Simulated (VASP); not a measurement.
# CaCu2S2 (P-3m1) in VASP: a series of runs

CaCu2S2 is run at these levels: PBE; tasks: single point, relaxation of cell and atoms.

Everything below comes from runs of VASP 6.6.1. Logs are shortened: lines on timing, memory, paths and dates and some standing lists are left out, and cuts for length are marked.

**1. The cell of the first run**

It takes space group P-3m1 (No. 164, trigonal). Conventional cell: a = 3.922 Å, b = 3.922 Å, c = 6.534 Å, α = 90.00°, β = 90.00°, γ = 120.00°. Ca (site symmetry -3m) has 6 S at 2.82 Å and 6 Cu at 3.33 Å within 3.7 Å. Within 3.1 Å of Cu (site symmetry 3m) lie 4 S at 2.38 to 2.41 Å and 3 Cu at 2.81 Å. S (site symmetry 3m) has 4 Cu at 2.38 to 2.41 Å and 3 Ca at 2.82 Å within 3.1 Å.

**2. Single point, PBE**

INCAR

```
SYSTEM = CaCu2S2
PREC     = Accurate       ! precision mode
ENCUT    = 520            ! plane-wave cutoff, eV
EDIFF    = 1E-6           ! SCF threshold, eV
ISMEAR   = 0              ! smearing method
SIGMA    = 0.02           ! smearing width, eV
LREAL    = .False.        ! projectors in reciprocal space
LASPH    = .True.         ! aspherical terms in the spheres
NELM     = 100            ! most SCF steps
ALGO     = Normal         ! electronic algorithm
ISIF     = 2              ! what is computed and relaxed
LWAVE    = .False.        ! write WAVECAR
LCHARG   = .True.         ! write CHGCAR
GGA      = PE             ! functional
LELF     = .True.         ! ELF
LVHAR    = .True.       
NBANDS   = 30             ! bands
```

KPOINTS

```
regular mesh
0
Gamma
  9 9 4
  0 0 0
```

POSCAR

```
CaCu2S2
1.0
    3.9216564847      0.0000000000      0.0000000000
   -1.9608282424      3.3962541407      0.0000000000
    0.0000000000      0.0000000000      6.5339599431
Ca Cu S
1 2 2
Direct
    0.0000000000      0.0000000000      0.0000000000
    0.3333333333      0.6666666667      0.3728031391
    0.6666666667      0.3333333333      0.6271968609
    0.3333333333      0.6666666667      0.7415071275
    0.6666666667      0.3333333333      0.2584928725
```

Potentials or basis: VASP PAW PBE potentials, release 64 (Ca_sv, Cu, S).

The run is started by

```console
$ cat potpaw_PBE.64/Ca_sv/POTCAR potpaw_PBE.64/Cu/POTCAR potpaw_PBE.64/S/POTCAR > POTCAR
$ mpirun -np 1 vasp_std > vasp.out
```

OUTCAR:

```text
SYSTEM = CaCu2S2
   PREC = Accurate
   ENCUT = 520
   EDIFF = 1E-6
   ISMEAR = 0
   LREAL = .False.
   LASPH = .True.
   NELM = 100
   ISIF = 2
   GGA = PE

 ion  position               nearest neighbor table
   1  0.000  0.000  0.000-   4 2.82   5 2.82   5 2.82   4 2.82   5 2.82   4 2.82
   2  0.333  0.667  0.373-   5 2.38   5 2.38   5 2.38   4 2.41
   3  0.667  0.333  0.627-   4 2.38   4 2.38   4 2.38   5 2.41
   4  0.333  0.667  0.742-   3 2.38   3 2.38   3 2.38   2 2.41   1 2.82   1 2.82   1 2.82
   5  0.667  0.333  0.258-   2 2.38   2 2.38   2 2.38   3 2.41   1 2.82   1 2.82   1 2.82

  LATTYP: Found a hexagonal cell.
 ALAT       =     3.9216564847
 C/A-ratio  =     1.6661224584

  Lattice vectors:

 A1 = (   3.9216564847,   0.0000000000,   0.0000000000)
 A2 = (  -1.9608282424,   3.3962541407,   0.0000000000)
 A3 = (   0.0000000000,   0.0000000000,   6.5339599431)

Analysis of symmetry for initial positions (statically):
=====================================================================
 Subroutine PRICEL returns:
 Original cell was already a primitive cell.

 Routine SETGRP: Setting up the symmetry group for a
 hexagonal supercell.

 Subroutine GETGRP returns: Found 12 space group operations
 (whereof 12 operations were pure point group operations)
 out of a pool of 24 trial point group operations.

The static configuration has the point symmetry D_3d.

Analysis of symmetry for dynamics (positions and initial velocities):
=====================================================================
 Subroutine PRICEL returns:
 Original cell was already a primitive cell.

 Routine SETGRP: Setting up the symmetry group for a
 hexagonal supercell.

 Subroutine GETGRP returns: Found 12 space group operations
 (whereof 12 operations were pure point group operations)
 out of a pool of 24 trial point group operations.

The dynamic configuration has the point symmetry D_3d.

 Subroutine INISYM returns: Found 12 space group operations
 (whereof 12 operations are pure point group operations),
 and found     1 'primitive' translations

----------------------------------------------------------------------------------------

                                     Primitive cell

  volume of cell :      87.0254

  direct lattice vectors                    reciprocal lattice vectors
     3.921656485  0.000000000  0.000000000     0.254994287  0.147221020  0.000000000
    -1.960828242  3.396254141  0.000000000     0.000000000  0.294442041  0.000000000
     0.000000000  0.000000000  6.533959943     0.000000000  0.000000000  0.153046546

  length of vectors
     3.921656485  3.921656485  6.533959943     0.294442041  0.294442041  0.153046546

  position of ions in fractional coordinates (direct lattice)
     0.000000000  0.000000000  0.000000000
     0.333333333  0.666666667  0.372803139
     0.666666667  0.333333333  0.627196861
     0.333333333  0.666666667  0.741507128
     0.666666667  0.333333333  0.258492872

  ion indices of the primitive-cell ions
   primitive index   ion index
                 1           1
                 2           2
                 3           3
                 4           4
                 5           5

----------------------------------------------------------------------------------------

 KPOINTS: regular mesh

Automatic generation of k-mesh.
 Grid dimensions read from file:
 generate k-points for:    9    9    4

 Generating k-lattice:

  Cartesian coordinates                     Fractional coordinates (reciprocal lattice)
     0.028332699  0.016357891  0.000000000     0.111111111 -0.000000000  0.000000000
     0.000000000  0.032715782  0.000000000     0.000000000  0.111111111  0.000000000
     0.000000000  0.000000000  0.038261636     0.000000000  0.000000000  0.250000000

  Length of vectors
     0.032715782  0.032715782  0.038261636

  Shift w.r.t. Gamma in fractional coordinates (k-lattice)
     0.000000000  0.000000000  0.000000000

 Subroutine IBZKPT returns following result:
 ===========================================

 Found     43 irreducible k-points:

 Following reciprocal coordinates:
            Coordinates               Weight
  0.000000  0.000000  0.000000      1.000000
  0.111111  0.000000  0.000000      6.000000
  0.222222  0.000000  0.000000      6.000000
  0.333333  0.000000  0.000000      6.000000
  0.444444  0.000000  0.000000      6.000000
  0.111111  0.111111  0.000000      6.000000
[... 16 lines left out ...]
  0.222222  0.111111  0.250000     12.000000
 -0.111111  0.333333  0.250000     12.000000
 [... further k-points ...]
   k-points           NKPTS =     43   k-points in BZ     NKDIM =     43   number of bands    NBANDS=     30
   number of dos      NEDOS =    301   number of ions     NIONS =      5
   total plane-waves  NPLWV =  45000
   dimension x,y,z NGX =    30 NGY =   30 NGZ =   50
   dimension x,y,z NGXF=    60 NGYF=   60 NGZF=  100
   ions per type =               1   2   2
   NGX,Y,Z   is equivalent  to a cutoff of  12.72, 12.72, 12.72 a.u.
   NGXF,Y,Z  is equivalent  to a cutoff of  25.44, 25.44, 25.44 a.u.
 SYSTEM =  CaCu2S2
   PREC   = accura    normal or accurate (medium, high low for compatibility)
   ISTART =      0    job   : 0-new  1-cont  2-samecut
   ICHARG =      2    charge: 1-file 2-atom 10-const
   ISPIN  =      1    spin polarized calculation?
   LNONCOLLINEAR =      F non collinear calculations
   LSORBIT =      F    spin-orbit coupling
   LASPH  =      T    aspherical Exc in radial PAW
   ENCUT  =  520.0 eV  38.22 Ry    6.18 a.u.   7.29  7.29 12.15*2*pi/ulx,y,z
   NELM   =    100;   NELMIN=  2; NELMDL= -5     # of ELM steps
   EDIFF  = 0.1E-05   stopping-criterion for ELM
   LREAL  =      F    real-space projection
   EDIFFG = 0.1E-04   stopping-criterion for IOM
   NSW    =      0    number of steps for IOM
   IBRION =     -1    ionic relax: 0-MD 1-quasi-New 2-CG
   NFREE  =      0    steps in history (QN), initial steepest desc. (CG)
   ISIF   =      2    stress and relaxation
   ISYM   =      2    0-nonsym 1-usesym 2-fastsym
   POTIM  = 0.5000    time-step for ionic-motion
   TEBEG  =    0.0;   TEEND  =   0.0 temperature during run
   PSTRESS=    0.0 pullay stress
   NELECT =      44.0000    total number of electrons
   NUPDOWN=      -1.0000    fix difference up-down
   EMIN   =  10.00;   EMAX   =-10.00  energy-range for DOS
   EFERMI =   0.00;   METHOD = LEGACY
   ISMEAR =     0;   SIGMA  =   0.02  broadening in eV -4-tet -1-fermi 0-gaus
   EFERMI_NEDOS =   21; number of points for ismear=-14 and -15
   IALGO  =     38    algorithm
   IMIX   =      4    mixing-type and parameters
     AMIX     =   0.40;   BMIX     =  1.00
     AMIX_MAG =   1.60;   BMIX_MAG =  1.00
  volume/ion in A,a.u.               =      17.41       117.46
  Fermi-wavevector in a.u.,A,eV,Ry     =   1.304198  2.464578 23.142604  1.700933
  Thomas-Fermi vector in A             =   2.435150
   LORBIT       =      0    0 simple, 1 ext, 2 COOP (PROOUT), +10 PAW based schemes
   GGA     = PE    functional components
   LHFCALC =     F    Hartree Fock is set to
   AEXX    =    0.0000 exact exchange contribution
   IVDW    =     0    specifies the selected vdW correction
   LEPSILON=     F    determine dielectric tensor
   LRPA    =     F    only Hartree local field effects (RPA)
 non-spin polarized calculation
 Gauss-broadening in eV      SIGMA  =   0.02
  energy-cutoff  :      520.00
  volume of cell :       87.03
 maximum number of plane-waves:      2376
 NGX is ok and might be reduce to    30
   NGX = 15   NGY = 15   NGZ = 25

 number of electron      43.9999974 magnetization

 Free energy of the ion-electron system (eV)
  ---------------------------------------------------
  ext. energy  EPLUGINS =         0.00000000
  ---------------------------------------------------
  free energy    TOTEN  =       -22.33057091 eV

  energy without entropy =      -22.33057091  energy(sigma->0) =      -22.33057091

 E-fermi :   5.7942     XC(G=0): -10.4506

 val. band max:        5.6812108970   @ k =   0.0000   0.0000   0.0000
 cond. band min:       6.7721893436   @ k =   0.0000   0.0000   0.0000
 fundamental gap:      1.0909784466
 Fermi energy:         5.7942246118

 k-point     1 :       0.0000    0.0000    0.0000
  band No.  band energies     occupation
      1     -34.9608      2.00000
      2     -16.0729      2.00000
      3     -15.9599      2.00000
      4     -15.9599      2.00000
      5      -8.3769      2.00000
      6      -7.4694      2.00000
[... 22 lines left out ...]
     29       9.6452      0.00000
     30      11.7274      0.00000

 k-point     2 :       0.1111    0.0000    0.0000
  band No.  band energies     occupation
      1     -34.9595      2.00000
      2     -16.0672      2.00000
      3     -15.9791      2.00000
      4     -15.9637      2.00000
      5      -8.2940      2.00000
      6      -7.4504      2.00000
[... 22 lines left out ...]
     29       9.6767      0.00000
     30      11.5123      0.00000

 k-point     3 :       0.2222    0.0000    0.0000
  band No.  band energies     occupation
      1     -34.9563      2.00000
      2     -16.0532      2.00000
      3     -16.0265      2.00000
      4     -15.9734      2.00000
      5      -8.0710      2.00000
      6      -7.4044      2.00000
[... 22 lines left out ...]
     29      10.2730      0.00000
     30      11.7329      0.00000

 k-point     4 :       0.3333    0.0000    0.0000
  band No.  band energies     occupation
      1     -34.9526      2.00000
      2     -16.0814      2.00000
      3     -16.0351      2.00000
      4     -15.9844      2.00000
      5      -7.7817      2.00000
      6      -7.3642      2.00000
[... 616 lines left out ...]
     29      10.6276      0.00000
     30      11.1349      0.00000

 k-point    23 :       0.2222    0.1111    0.2500
  band No.  band energies     occupation
      1     -34.9538      2.00000
      2     -16.0578      2.00000
      3     -16.0415      2.00000
      4     -15.9864      2.00000
      5      -7.8472      2.00000
      6      -7.4110      2.00000
[... 22 lines left out ...]
     29      10.5775      0.00000
     30      11.5558      0.00000

 k-point    24 :      -0.1111    0.3333    0.2500
  band No.  band energies     occupation
      1     -34.9538      2.00000
      2     -16.0580      2.00000
      3     -16.0414      2.00000
      4     -15.9864      2.00000
      5      -7.8168      2.00000
      6      -7.4480      2.00000
[... 22 lines left out ...]
     29      11.1373      0.00000
     30      11.5706      0.00000

 [... further k-points ...]
[... 5 lines left out ...]
  --------------------------------------------------------------------------------------
  -------------------------------------------------------------------------------------
  Total        0.1521553      0.1521553      0.1243277     -0.0000000     -0.0000000      0.0000000
  in kB        2.8012480      2.8012480      2.2889284     -0.0000000     -0.0000000      0.0000000
  external PRESSURE =       2.6304748 kB  Pullay stress =       0.0000000 kB

 VOLUME and BASIS-vectors are now :
 -----------------------------------------------------------------------------
  energy-cutoff  :      520.00
  volume of cell :       87.03
      direct lattice vectors                 reciprocal lattice vectors
     3.921656485  0.000000000  0.000000000     0.254994287  0.147221020  0.000000000
    -1.960828242  3.396254141  0.000000000     0.000000000  0.294442041  0.000000000
     0.000000000  0.000000000  6.533959943     0.000000000  0.000000000  0.153046546

 POSITION                                       TOTAL-FORCE (eV/Angst)
 -----------------------------------------------------------------------------------
      0.00000      0.00000      0.00000        -0.000000      0.000000      0.000000
     -0.00000      2.26417      2.43588         0.000000     -0.000000      0.001778
      1.96083      1.13208      4.09808        -0.000000      0.000000     -0.001778
     -0.00000      2.26417      4.84498         0.000000      0.000000     -0.000011
      1.96083      1.13208      1.68898        -0.000000     -0.000000      0.000011
 -----------------------------------------------------------------------------------
    total drift:                               -0.000000      0.000000      0.000000

  FREE ENERGIE OF THE ION-ELECTRON SYSTEM (eV)
  ---------------------------------------------------
  free  energy   TOTEN  =       -22.3305709141 eV

  energy  without entropy=      -22.3305709141  energy(sigma->0) =      -22.33057091
```

Run time: 2.1 min. Hardware: 1 thread of AMD EPYC 7R43 (Zen 3), shared host; peak memory 0.23 GiB.

Results:

```
Free energy            : -22.3306 eV
Pressure               : 0.3 GPa
Band gap on the k mesh : 1.09 eV, direct
```

Levels at points of the mesh, in eV from the valence-band top:
```
           k point  band 19  band 20  band 21  band 22  band 23  band 24  band 25  band 26
(0.00, 0.00, 0.00)    -0.65    -0.14     0.00     0.00     1.09     2.18     2.67     3.22
(0.00, 0.00, 0.50)    -0.54    -0.54    -0.30    -0.30     1.92     2.33     3.28     3.28
```

[end of part 1 of 2]
